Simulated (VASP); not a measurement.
# InSb (F-43m) in VASP: a series of runs, part 3 of 3

VASP 6.6.1. The steps go on from the part before.

**5. Single point, PBE (35.41 Å³/atom)**

This run uses another cell than the first one, of 35.41 Å³/atom.

INCAR

```
PREC = Accurate ; ENCUT = 520
EDIFF = 1E-6 ; ISMEAR = 0
SIGMA = 0.1 ; LREAL = False
LASPH = True ; NELM = 100
ALGO = Normal ; ISIF = 2
LWAVE = False ; LCHARG = True
GGA = PE ; LELF = True
LVHAR = True ; NBANDS = 16
```

KPOINTS

```
Automatic mesh
0
Gamma
  12 12 12
```

POSCAR

```
InSb
1.0
    0.0000000000      3.2839133529      3.2839133529
    3.2839133529      0.0000000000      3.2839133529
    3.2839133529      3.2839133529      0.0000000000
In Sb
1 1
Direct
    0.0000000000      0.0000000000      0.0000000000
    0.2500000000      0.2500000000      0.2500000000
```

Potentials or basis: VASP PAW PBE potentials, release 64 (In_d, Sb).

Run with:

```sh
cat potpaw_PBE.64/In_d/POTCAR potpaw_PBE.64/Sb/POTCAR > POTCAR
mpirun -np 1 vasp_std > vasp.out
```

OUTCAR:

```text
PREC = Accurate
   ENCUT = 520
   EDIFF = 1E-6
   ISMEAR = 0
   LREAL = False
   LASPH = True
   NELM = 100
   ISIF = 2
   GGA = PE

 ion  position               nearest neighbor table
   1  0.000  0.000  0.000-   2 2.84   2 2.84   2 2.84   2 2.84
   2  0.250  0.250  0.250-   1 2.84   1 2.84   1 2.84   1 2.84

  LATTYP: Found a face centered cubic cell.
 ALAT       =     6.5678267058

  Lattice vectors:

 A1 = (   0.0000000000,   3.2839133529,   3.2839133529)
 A2 = (   3.2839133529,   0.0000000000,   3.2839133529)
 A3 = (   3.2839133529,   3.2839133529,   0.0000000000)

Analysis of symmetry for initial positions (statically):
=====================================================================
 Subroutine PRICEL returns:
 Original cell was already a primitive cell.

 Routine SETGRP: Setting up the symmetry group for a
 face centered cubic supercell.

 Subroutine GETGRP returns: Found 24 space group operations
 (whereof 24 operations were pure point group operations)
 out of a pool of 48 trial point group operations.

The static configuration has the point symmetry T_d .

Analysis of symmetry for dynamics (positions and initial velocities):
=====================================================================
 Subroutine PRICEL returns:
 Original cell was already a primitive cell.

 Routine SETGRP: Setting up the symmetry group for a
 face centered cubic supercell.

 Subroutine GETGRP returns: Found 24 space group operations
 (whereof 24 operations were pure point group operations)
 out of a pool of 48 trial point group operations.

The dynamic configuration has the point symmetry T_d .

 Subroutine INISYM returns: Found 24 space group operations
 (whereof 24 operations are pure point group operations),
 and found     1 'primitive' translations

----------------------------------------------------------------------------------------

                                     Primitive cell

  volume of cell :      70.8280
[... 102 lines left out ...]
   EMIN   =  10.00;   EMAX   =-10.00  energy-range for DOS
   EFERMI =   0.00;   METHOD = LEGACY
   ISMEAR =     0;   SIGMA  =   0.10  broadening in eV -4-tet -1-fermi 0-gaus
   EFERMI_NEDOS =   21; number of points for ismear=-14 and -15
   IALGO  =     38    algorithm
   IMIX   =      4    mixing-type and parameters
     AMIX     =   0.40;   BMIX     =  1.00
     AMIX_MAG =   1.60;   BMIX_MAG =  1.00
  volume/ion in A,a.u.               =      35.41       238.99
  Fermi-wavevector in a.u.,A,eV,Ry     =   1.036965  1.959579 14.630288  1.075296
  Thomas-Fermi vector in A             =   2.171380
   LORBIT       =      0    0 simple, 1 ext, 2 COOP (PROOUT), +10 PAW based schemes
   GGA     = PE    functional components
   LHFCALC =     F    Hartree Fock is set to
   AEXX    =    0.0000 exact exchange contribution
   IVDW    =     0    specifies the selected vdW correction
   LEPSILON=     F    determine dielectric tensor
   LRPA    =     F    only Hartree local field effects (RPA)
 non-spin polarized calculation
 Gauss-broadening in eV      SIGMA  =   0.10
  energy-cutoff  :      520.00
  volume of cell :       70.83
 maximum number of plane-waves:      1932
   NGX = 17   NGY = 17   NGZ = 17

 number of electron      18.0000001 magnetization

 Free energy of the ion-electron system (eV)
  ---------------------------------------------------
  ext. energy  EPLUGINS =         0.00000000
  ---------------------------------------------------
  free energy    TOTEN  =        -6.94508950 eV

  energy without entropy =       -6.94493884  energy(sigma->0) =       -6.94501417

 E-fermi :   4.7409     XC(G=0):  -8.5120

 val. band max:        4.6822280618   @ k =   0.0000   0.0000   0.0000
 cond. band min:       5.1508658086   @ k =   0.5000   0.0000   0.0000
 fundamental gap:      0.4686377468
 Fermi energy:         4.7409118275

 k-point     1 :       0.0000    0.0000    0.0000
  band No.  band energies     occupation
      1      -9.8403      2.00000
      2      -9.8403      2.00000
      3      -9.8403      2.00000
      4      -9.7661      2.00000
      5      -9.7661      2.00000
      6      -5.7829      2.00000
[... 433 lines left out ...]
      3      -9.8191      2.00000
      4      -9.7672      2.00000
      5      -9.7650      2.00000
      6      -4.3741      2.00000
[... 8 lines left out ...]
     15      12.8499      0.00000
     16      13.1718      0.00000

 [... further k-points ...]
[... 5 lines left out ...]
  --------------------------------------------------------------------------------------
  -------------------------------------------------------------------------------------
  Total        0.5226538      0.5226538      0.5226538     -0.0000000     -0.0000000     -0.0000000
  in kB       11.8227800     11.8227800     11.8227800     -0.0000000     -0.0000000     -0.0000000
  external PRESSURE =      11.8227800 kB  Pullay stress =       0.0000000 kB

 VOLUME and BASIS-vectors are now :
 -----------------------------------------------------------------------------
  energy-cutoff  :      520.00
  volume of cell :       70.83
      direct lattice vectors                 reciprocal lattice vectors
     0.000000000  3.283913353  3.283913353    -0.152257367  0.152257367  0.152257367
     3.283913353  0.000000000  3.283913353     0.152257367 -0.152257367  0.152257367
     3.283913353  3.283913353  0.000000000     0.152257367  0.152257367 -0.152257367

 POSITION                                       TOTAL-FORCE (eV/Angst)
 -----------------------------------------------------------------------------------
      0.00000      0.00000      0.00000         0.000000      0.000000      0.000000
      1.64196      1.64196      1.64196        -0.000000     -0.000000     -0.000000
 -----------------------------------------------------------------------------------
    total drift:                               -0.000000     -0.000000     -0.000000

  FREE ENERGIE OF THE ION-ELECTRON SYSTEM (eV)
  ---------------------------------------------------
  free  energy   TOTEN  =        -6.9450894976 eV

  energy  without entropy=       -6.9449388404  energy(sigma->0) =       -6.94501417
```

OSZICAR:

```text
N       E                     dE             d eps       ncg     rms          rms(c)
DAV:   1     0.113881687687E+03    0.11388E+03   -0.78879E+03  2304   0.110E+03
DAV:   2     0.283184934076E+00   -0.11360E+03   -0.11002E+03  2656   0.283E+02
DAV:   3    -0.683601150845E+01   -0.71192E+01   -0.70876E+01  2880   0.727E+01
DAV:   4    -0.703670832681E+01   -0.20070E+00   -0.20066E+00  2976   0.141E+01
DAV:   5    -0.704720695234E+01   -0.10499E-01   -0.10499E-01  3376   0.261E+00    0.391E+00
DAV:   6    -0.695480306997E+01    0.92404E-01   -0.15096E-01  3384   0.575E+00    0.227E+00
DAV:   7    -0.694324466222E+01    0.11558E-01   -0.63538E-02  3056   0.229E+00    0.601E-01
DAV:   8    -0.694434501784E+01   -0.11004E-02   -0.72690E-03  3088   0.954E-01    0.233E-01
DAV:   9    -0.694498431489E+01   -0.63930E-03   -0.88268E-04  2792   0.248E-01    0.738E-02
DAV:  10    -0.694504312731E+01   -0.58812E-04   -0.51631E-05  3120   0.490E-02    0.350E-02
DAV:  11    -0.694508764427E+01   -0.44517E-04   -0.79744E-05  2616   0.572E-02    0.229E-02
DAV:  12    -0.694508892371E+01   -0.12794E-05   -0.12769E-06  2784   0.808E-03    0.666E-03
DAV:  13    -0.694508949762E+01   -0.57390E-06   -0.15128E-06  2736   0.716E-03
   1 F= -.69450895E+01 E0= -.69450142E+01  d E =-.150657E-03
```

stdout:

```text
POSCAR found type information on POSCAR InSb
 POSCAR found :  2 types and       2 ions
 scaLAPACK will be used
 LDA part: xc-table for (Slater+PW92), standard interpolation
 POSCAR, INCAR and KPOINTS ok, starting setup
 FFT: planning ... GRIDC
 FFT: planning ... GRID_SOFT
 FFT: planning ... GRID
 WAVECAR not read
 entering main loop
```

Run time: 70 s. Hardware: 1 thread of Intel Xeon Platinum 8375C at 2.90GHz (Ice Lake), shared host; peak memory 0.25 GiB.

Results:

- Free energy: -6.9451 eV
- Pressure: 1.2 GPa
- Band gap on the k mesh: zero (filled and empty bands touch)

Levels at points of the mesh, in eV from the Fermi level:
| k point | band 5 | band 6 | band 7 | band 8 | band 9 | band 10 | band 11 | band 12 | band 13 | band 14 |
| --- | --- | --- | --- | --- | --- | --- | --- | --- | --- | --- |
| (0.00, 0.00, 0.00) | -14.51 | -10.52 | -0.48 | -0.06 | -0.06 | -0.06 | 2.91 | 2.91 | 2.91 | 5.63 |
| (0.50, 0.00, 0.00) | -14.51 | -9.26 | -5.49 | -1.00 | -1.00 | 0.41 | 3.75 | 3.75 | 6.06 | 7.99 |
| (0.50, 0.50, 0.00) | -14.50 | -8.70 | -5.80 | -2.19 | -2.19 | 1.29 | 1.36 | 7.85 | 7.85 | 8.48 |

Caveat: semilocal functionals underestimate gaps, so a narrow gap can read as zero; spin-orbit coupling is left out, which moves the levels of the heavy elements.

**6. The runs side by side**

| cell | gap on the mesh (eV) | pressure (GPa) |
| --- | --- | --- |
| a = 4.496 Å, angles 60.0°, 2 atoms | 0.14 | 6.4 |
| a = 4.546 Å, angles 60.0°, 2 atoms | none | 4.3 |
| a = 4.596 Å, angles 60.0°, 2 atoms | none | 2.6 |
| a = 4.644 Å, angles 60.0°, 2 atoms | none | 1.2 |

Alike in all rows: task single point; level PBE; potentials or basis VASP PAW PBE potentials, release 64 (In_d, Sb); no spin polarisation; k mesh 12 × 12 × 12; cutoff (eV) 520; smearing gaussian 0.1 eV.

Caveats: spin-orbit coupling is left out, which moves the levels of the heavy elements; semilocal functionals underestimate gaps, so a narrow gap can read as zero (at least some runs); the cell stands under pressure (at least some runs).

Absolute energies hang on the potentials; compare differences alone.
